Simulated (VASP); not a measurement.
# KZnI3 (Pm-3m) in VASP: notebook, part 2 of 2

VASP 6.6.1. Earlier steps stand in the parts before.

## (3) Single point, r2SCAN

Input file POSCAR:

```
KZnI3
1.0
    5.6991873221      0.0000000000      0.0000000000
    0.0000000000      5.6991873221      0.0000000000
    0.0000000000      0.0000000000      5.6991873221
K Zn I
1 1 3
Direct
    0.0000000000      0.0000000000      0.0000000000
    0.5000000000      0.5000000000      0.5000000000
    0.5000000000      0.5000000000      0.0000000000
    0.5000000000      0.0000000000      0.5000000000
    0.0000000000      0.5000000000      0.5000000000
```

Input file INCAR.step1:

```
SYSTEM = KZnI3
  PREC = Accurate
  ENCUT = 520
  ISMEAR = -1
  SIGMA = 0.02
  LREAL = .FALSE.
  LASPH = .TRUE.
  NELM = 60
  NBANDS = 29
  GGA = PE
  ALGO = Normal
  EDIFF = 1E-4
  LWAVE = .TRUE.
  LCHARG = .FALSE.
```

Input file INCAR.step2:

```
SYSTEM = KZnI3
  PREC = Accurate
  ENCUT = 520
  EDIFF = 1E-6
  ISMEAR = -1
  SIGMA = 0.02
  LREAL = .FALSE.
  LASPH = .TRUE.
  NELM = 60
  ALGO = Normal
  ISIF = 2
  LWAVE = .FALSE.
  LCHARG = .TRUE.
  METAGGA = R2SCAN
  LMIXTAU = .TRUE.
  LELF = .TRUE.
  LVHAR = .TRUE.
  NBANDS = 29
  ISTART = 1
```

Input file KPOINTS:

```
regular mesh
0
G
  4 4 4
  0 0 0
```

Potentials or basis: VASP PAW PBE potentials, release 64 (K_sv, Zn, I).

Started as:

```
$ cat potpaw_PBE.64/K_sv/POTCAR potpaw_PBE.64/Zn/POTCAR potpaw_PBE.64/I/POTCAR > POTCAR
$ cp INCAR.step1 INCAR
$ mpirun -np 1 vasp_std > vasp.out
$ cp INCAR.step2 INCAR
$ mpirun -np 1 vasp_std > vasp.out
```

OUTCAR:

```text
SYSTEM = KZnI3
   PREC = Accurate
   ENCUT = 520
   EDIFF = 1E-6
   ISMEAR = -1
   LREAL = .FALSE.
   LASPH = .TRUE.
   NELM = 60
   ISIF = 2
   METAGGA = R2SCAN
   ISTART = 1

 ion  position               nearest neighbor table
   1  0.000  0.000  0.000-
   2  0.500  0.500  0.500-   3 2.85   4 2.85   5 2.85   3 2.85   4 2.85   5 2.85
   3  0.500  0.500  0.000-   2 2.85   2 2.85
   4  0.500  0.000  0.500-   2 2.85   2 2.85
   5  0.000  0.500  0.500-   2 2.85   2 2.85

  LATTYP: Found a simple cubic cell.
 ALAT       =     5.6991873221

  Lattice vectors:

 A1 = (   5.6991873221,   0.0000000000,   0.0000000000)
 A2 = (   0.0000000000,   5.6991873221,   0.0000000000)
 A3 = (   0.0000000000,   0.0000000000,   5.6991873221)

Analysis of symmetry for initial positions (statically):
=====================================================================
 Subroutine PRICEL returns:
 Original cell was already a primitive cell.

 Routine SETGRP: Setting up the symmetry group for a
 simple cubic supercell.

 Subroutine GETGRP returns: Found 48 space group operations
 (whereof 48 operations were pure point group operations)
 out of a pool of 48 trial point group operations.

The static configuration has the point symmetry O_h .

Analysis of symmetry for dynamics (positions and initial velocities):
=====================================================================
 Subroutine PRICEL returns:
 Original cell was already a primitive cell.

 Routine SETGRP: Setting up the symmetry group for a
 simple cubic supercell.

 Subroutine GETGRP returns: Found 48 space group operations
 (whereof 48 operations were pure point group operations)
 out of a pool of 48 trial point group operations.

The dynamic configuration has the point symmetry O_h .

 Subroutine INISYM returns: Found 48 space group operations
 (whereof 48 operations are pure point group operations),
 and found     1 'primitive' translations

----------------------------------------------------------------------------------------

                                     Primitive cell

  volume of cell :     185.1138

  direct lattice vectors                    reciprocal lattice vectors
     5.699187322  0.000000000  0.000000000     0.175463613  0.000000000  0.000000000
     0.000000000  5.699187322  0.000000000     0.000000000  0.175463613  0.000000000
     0.000000000  0.000000000  5.699187322     0.000000000  0.000000000  0.175463613

  length of vectors
     5.699187322  5.699187322  5.699187322     0.175463613  0.175463613  0.175463613

  position of ions in fractional coordinates (direct lattice)
     0.000000000  0.000000000  0.000000000
     0.500000000  0.500000000  0.500000000
     0.500000000  0.500000000  0.000000000
     0.500000000  0.000000000  0.500000000
     0.000000000  0.500000000  0.500000000

  ion indices of the primitive-cell ions
   primitive index   ion index
                 1           1
                 2           2
                 3           3
                 4           4
                 5           5

----------------------------------------------------------------------------------------

 KPOINTS: regular mesh

Automatic generation of k-mesh.
 Grid dimensions read from file:
 generate k-points for:    4    4    4

 Generating k-lattice:

  Cartesian coordinates                     Fractional coordinates (reciprocal lattice)
     0.043865903  0.000000000  0.000000000     0.250000000  0.000000000  0.000000000
     0.000000000  0.043865903  0.000000000     0.000000000  0.250000000  0.000000000
     0.000000000  0.000000000  0.043865903     0.000000000  0.000000000  0.250000000

  Length of vectors
     0.043865903  0.043865903  0.043865903

  Shift w.r.t. Gamma in fractional coordinates (k-lattice)
     0.000000000  0.000000000  0.000000000

 Subroutine IBZKPT returns following result:
 ===========================================

 Found     10 irreducible k-points:

 Following reciprocal coordinates:
            Coordinates               Weight
  0.000000  0.000000  0.000000      1.000000
  0.250000  0.000000  0.000000      6.000000
  0.500000  0.000000  0.000000      3.000000
  0.250000  0.250000  0.000000     12.000000
  0.500000  0.250000  0.000000     12.000000
  0.500000  0.500000  0.000000      3.000000
  0.250000  0.250000  0.250000      8.000000
  0.500000  0.250000  0.250000     12.000000
  0.500000  0.500000  0.250000      6.000000
  0.500000  0.500000  0.500000      1.000000
   k-points           NKPTS =     10   k-points in BZ     NKDIM =     10   number of bands    NBANDS=     29
   number of dos      NEDOS =    301   number of ions     NIONS =      5
   total plane-waves  NPLWV =  74088
   dimension x,y,z NGX =    42 NGY =   42 NGZ =   42
   dimension x,y,z NGXF=    84 NGYF=   84 NGZF=   84
   ions per type =               1   1   3
   NGX,Y,Z   is equivalent  to a cutoff of  12.25, 12.25, 12.25 a.u.
   NGXF,Y,Z  is equivalent  to a cutoff of  24.50, 24.50, 24.50 a.u.
 SYSTEM =  KZnI3
   PREC   = accura    normal or accurate (medium, high low for compatibility)
   ISTART =      1    job   : 0-new  1-cont  2-samecut
   ICHARG =      0    charge: 1-file 2-atom 10-const
   ISPIN  =      1    spin polarized calculation?
   LNONCOLLINEAR =      F non collinear calculations
   LSORBIT =      F    spin-orbit coupling
   LASPH  =      T    aspherical Exc in radial PAW
   ENCUT  =  520.0 eV  38.22 Ry    6.18 a.u.  10.60 10.60 10.60*2*pi/ulx,y,z
   NELM   =     60;   NELMIN=  2; NELMDL=  0     # of ELM steps
   EDIFF  = 0.1E-05   stopping-criterion for ELM
   LREAL  =      F    real-space projection
   EDIFFG = 0.1E-04   stopping-criterion for IOM
   NSW    =      0    number of steps for IOM
   IBRION =     -1    ionic relax: 0-MD 1-quasi-New 2-CG
   NFREE  =      0    steps in history (QN), initial steepest desc. (CG)
   ISIF   =      2    stress and relaxation
   ISYM   =      2    0-nonsym 1-usesym 2-fastsym
   POTIM  = 0.5000    time-step for ionic-motion
   TEBEG  =    0.0;   TEEND  =   0.0 temperature during run
   PSTRESS=    0.0 pullay stress
   NELECT =      42.0000    total number of electrons
   NUPDOWN=      -1.0000    fix difference up-down
   EMIN   =  10.00;   EMAX   =-10.00  energy-range for DOS
   EFERMI =   0.00;   METHOD = LEGACY
   ISMEAR =    -1;   SIGMA  =   0.02  broadening in eV -4-tet -1-fermi 0-gaus
   EFERMI_NEDOS =   21; number of points for ismear=-14 and -15
   IALGO  =     38    algorithm
   IMIX   =      4    mixing-type and parameters
     AMIX     =   0.40;   BMIX     =  1.00
     AMIX_MAG =   1.60;   BMIX_MAG =  1.00
  volume/ion in A,a.u.               =      37.02       249.84
  Fermi-wavevector in a.u.,A,eV,Ry     =   0.998493  1.886878 13.564847  0.996988
  Thomas-Fermi vector in A             =   2.130720
   LORBIT       =      0    0 simple, 1 ext, 2 COOP (PROOUT), +10 PAW based schemes
   METAGGA = R2SCAN    functional components
   LHFCALC =     F    Hartree Fock is set to
   AEXX    =    0.0000 exact exchange contribution
   IVDW    =     0    specifies the selected vdW correction
   LEPSILON=     F    determine dielectric tensor
   LRPA    =     F    only Hartree local field effects (RPA)
 non-spin polarized calculation
  energy-cutoff  :      520.00
  volume of cell :      185.11
 maximum number of plane-waves:      5030
   NGX = 21   NGY = 21   NGZ = 21

 number of electron      42.0000008 magnetization

 Free energy of the ion-electron system (eV)
  ---------------------------------------------------
  ext. energy  EPLUGINS =         0.00000000
  ---------------------------------------------------
  free energy    TOTEN  =       -93.18529331 eV

  energy without entropy =      -93.18319384  energy(sigma->0) =      -93.18424358

 E-fermi :   1.4728     XC(G=0):  -8.4050

 val. band max:        1.4356277793   @ k =   0.5000   0.5000   0.5000
 cond. band min:       2.3818829824   @ k =   0.2500   0.0000   0.0000
 fundamental gap:      0.9462552031
 Fermi energy:         1.4728186275

 k-point     1 :       0.0000    0.0000    0.0000
  band No.  band energies     occupation
      1     -29.5418      2.00000
      2     -12.2332      2.00000
      3     -12.2332      2.00000
      4     -12.2332      2.00000
      5     -11.2215      2.00000
      6     -10.2087      2.00000
[... 309 lines left out ...]
     28       8.5112      0.00000
     29       8.5112      0.00000

------------------------ aborting loop because EDIFF is reached ----------------------------------------

  FORCE on cell =-STRESS in cart. coord.  units (eV):
  Direction    XX          YY          ZZ          XY          YZ          ZX
  --------------------------------------------------------------------------------------
  -------------------------------------------------------------------------------------
  Total        0.0213195      0.0213195      0.0213195     -0.0000000     -0.0000000      0.0000000
  in kB        0.1845227      0.1845227      0.1845227     -0.0000000     -0.0000000      0.0000000
  external PRESSURE =       0.1845227 kB  Pullay stress =       0.0000000 kB

 VOLUME and BASIS-vectors are now :
 -----------------------------------------------------------------------------
  energy-cutoff  :      520.00
  volume of cell :      185.11
      direct lattice vectors                 reciprocal lattice vectors
     5.699187322  0.000000000  0.000000000     0.175463613  0.000000000  0.000000000
     0.000000000  5.699187322  0.000000000     0.000000000  0.175463613  0.000000000
     0.000000000  0.000000000  5.699187322     0.000000000  0.000000000  0.175463613

 POSITION                                       TOTAL-FORCE (eV/Angst)
 -----------------------------------------------------------------------------------
      0.00000      0.00000      0.00000         0.000000      0.000000      0.000000
      2.84959      2.84959      2.84959         0.000000      0.000000      0.000000
      2.84959      2.84959      0.00000         0.000000      0.000000      0.000000
      2.84959      0.00000      2.84959         0.000000      0.000000      0.000000
      0.00000      2.84959      2.84959         0.000000      0.000000      0.000000
 -----------------------------------------------------------------------------------
    total drift:                                0.000000     -0.000000     -0.000000

  FREE ENERGIE OF THE ION-ELECTRON SYSTEM (eV)
  ---------------------------------------------------
  free  energy   TOTEN  =       -93.1852933061 eV

  energy  without entropy=      -93.1831938448  energy(sigma->0) =      -93.18424358
```

It took 94 s on 1 thread of Intel Xeon 6975P-C (Granite Rapids), shared host; peak memory 0.31 GiB.

Results:

```yaml
Free_energy: -93.1853 eV
Pressure: 0.0 GPa
Band_gap_on_the_k_mesh: zero (band 21 reaches 1.44 eV, above the bottom of band 22 at 0.88 eV)
```

Caveat: the PAW data sets were made with another functional, which shifts forces and pressure a little; spin-orbit coupling is left out, which moves the levels of the heavy elements.

## (4) Single point, r2SCAN (volume changed by +3%)

POSCAR, as its differences from that of step 3:

```diff
@@ -2,5 +2,5 @@
 1.0
-    5.6991873221      0.0000000000      0.0000000000
-    0.0000000000      5.6991873221      0.0000000000
-    0.0000000000      0.0000000000      5.6991873221
+    5.7556185893      0.0000000000      0.0000000000
+    0.0000000000      5.7556185893      0.0000000000
+    0.0000000000      0.0000000000      5.7556185893
 K Zn I
```

Input file INCAR.step1:

```
SYSTEM = KZnI3
PREC = Accurate
ENCUT = 520
ISMEAR = -1
SIGMA = 0.02
LREAL = .False.
LASPH = .True.
NELM = 80
NBANDS = 29
GGA = PE
ALGO = Normal
EDIFF = 1E-4
LWAVE = .True.
LCHARG = .False.
```

Input file INCAR.step2:

```
SYSTEM = KZnI3
PREC = Accurate
ENCUT = 520
EDIFF = 1E-7
ISMEAR = -1
SIGMA = 0.02
LREAL = .False.
LASPH = .True.
NELM = 80
ALGO = Normal
ISIF = 2
LWAVE = .False.
LCHARG = .False.
METAGGA = R2SCAN
LMIXTAU = .True.
NBANDS = 29
ISTART = 1
```

Input file KPOINTS:

```
Automatic mesh
0
Gamma
  4 4 4
  0 0 0
```

Started as:

```
$ cat potpaw_PBE.64/K_sv/POTCAR potpaw_PBE.64/Zn/POTCAR potpaw_PBE.64/I/POTCAR > POTCAR
$ cp INCAR.step1 INCAR
$ mpirun -np 1 vasp_std > vasp.out
$ cp INCAR.step2 INCAR
$ mpirun -np 1 vasp_std > vasp.out
```

Run time: 1.9 min. Hardware: 1 thread of Intel Xeon 6975P-C (Granite Rapids), shared host; peak memory 0.39 GiB.

Results (log left out):

```yaml
Free_energy: -93.1755 eV
Pressure: -0.7 GPa
Band_gap_on_the_k_mesh: zero (band 21 reaches 1.19 eV, above the bottom of band 22 at 0.64 eV)
```

Levels at points of the mesh, in eV from the Fermi level:
| k point | band 19 | band 20 | band 21 | band 22 | band 23 | band 24 |
| --- | --- | --- | --- | --- | --- | --- |
| (0.00, 0.00, 0.00) | -0.61 | -0.59 | -0.59 | -0.59 | 4.00 | 5.45 |
| (0.50, 0.00, 0.00) | -1.20 | -0.75 | -0.75 | 2.42 | 4.99 | 5.63 |
| (0.50, 0.50, 0.00) | -1.35 | -0.48 | -0.06 | 3.91 | 5.06 | 5.06 |
| (0.50, 0.50, 0.50) | -0.04 | -0.04 | -0.04 | 4.29 | 4.49 | 4.49 |

Caveat: the PAW data sets were made with another functional, which shifts forces and pressure a little; spin-orbit coupling is left out, which moves the levels of the heavy elements.

## (5) Single point, r2SCAN (volume changed by +6%)

POSCAR, as its differences from that of step 4:

```diff
@@ -2,5 +2,5 @@
 1.0
-    5.7556185893      0.0000000000      0.0000000000
-    0.0000000000      5.7556185893      0.0000000000
-    0.0000000000      0.0000000000      5.7556185893
+    5.8109644710      0.0000000000      0.0000000000
+    0.0000000000      5.8109644710      0.0000000000
+    0.0000000000      0.0000000000      5.8109644710
 K Zn I
```

Input file INCAR.step1:

```
  PREC = Accurate
  ENCUT = 520
  ISMEAR = -1
  SIGMA = 0.02
  LREAL = False
  LASPH = True
  NELM = 80
  NBANDS = 29
  GGA = PE
  ALGO = Normal
  EDIFF = 1E-4
  LWAVE = True
  LCHARG = False
```

Input file INCAR.step2:

```
  PREC = Accurate
  ENCUT = 520
  EDIFF = 1E-6
  ISMEAR = -1
  SIGMA = 0.02
  LREAL = False
  LASPH = True
  NELM = 80
  ALGO = Normal
  ISIF = 2
  LWAVE = False
  LCHARG = False
  METAGGA = R2SCAN
  LMIXTAU = True
  NBANDS = 29
  ISTART = 1
```

Input file KPOINTS:

```
regular mesh
0
Gamma
  4 4 4
```

Started as:

```
$ cat potpaw_PBE.64/K_sv/POTCAR potpaw_PBE.64/Zn/POTCAR potpaw_PBE.64/I/POTCAR > POTCAR
$ cp INCAR.step1 INCAR
$ mpirun -np 1 vasp_std > vasp.out
$ cp INCAR.step2 INCAR
$ mpirun -np 1 vasp_std > vasp.out
```

It took 1.8 min on 1 thread of Intel Xeon 6975P-C (Granite Rapids), shared host; peak memory 0.39 GiB.

The run converged. Its results:

```yaml
Free_energy: -93.1426 eV
Pressure: -1.2 GPa
Band_gap_on_the_k_mesh: zero (band 21 reaches 0.96 eV, above the bottom of band 22 at 0.43 eV)
```

Levels at points of the mesh, in eV from the Fermi level:
```
           k point  band 17  band 18  band 19  band 20  band 21  band 22  band 23  band 24  band 25  band 26
(0.00, 0.00, 0.00)    -0.90    -0.90    -0.62    -0.57    -0.57    -0.57     3.98     5.51     5.51     5.99
(0.50, 0.00, 0.00)    -1.27    -1.27    -1.14    -0.71    -0.71     2.34     5.01     5.62     6.70     6.89
(0.50, 0.50, 0.00)    -1.42    -1.28    -1.28    -0.49    -0.06     3.79     5.05     5.05     6.02     6.61
(0.50, 0.50, 0.50)    -0.47    -0.47    -0.04    -0.04    -0.04     4.34     4.48     4.48     4.48     5.26
```

Caveat: the PAW data sets were made with another functional, which shifts forces and pressure a little; spin-orbit coupling is left out, which moves the levels of the heavy elements.

## (6) The runs side by side

| cell | gap on the mesh (eV) | pressure (GPa) |
| --- | --- | --- |
| a = 5.699 Å, 5 atoms | none | 0.0 |
| a = 5.756 Å, 5 atoms | none | -0.7 |
| a = 5.811 Å, 5 atoms | none | -1.2 |

Alike in all rows: task single point; level r2SCAN; potentials or basis VASP PAW PBE potentials, release 64 (K_sv, Zn, I); no spin polarisation; k mesh 4 × 4 × 4; cutoff (eV) 520; smearing fermi-dirac 0.02 eV.

Caveats: the PAW data sets were made with another functional, which shifts forces and pressure a little; spin-orbit coupling is left out, which moves the levels of the heavy elements.

Absolute energies hang on the potentials; compare differences alone.
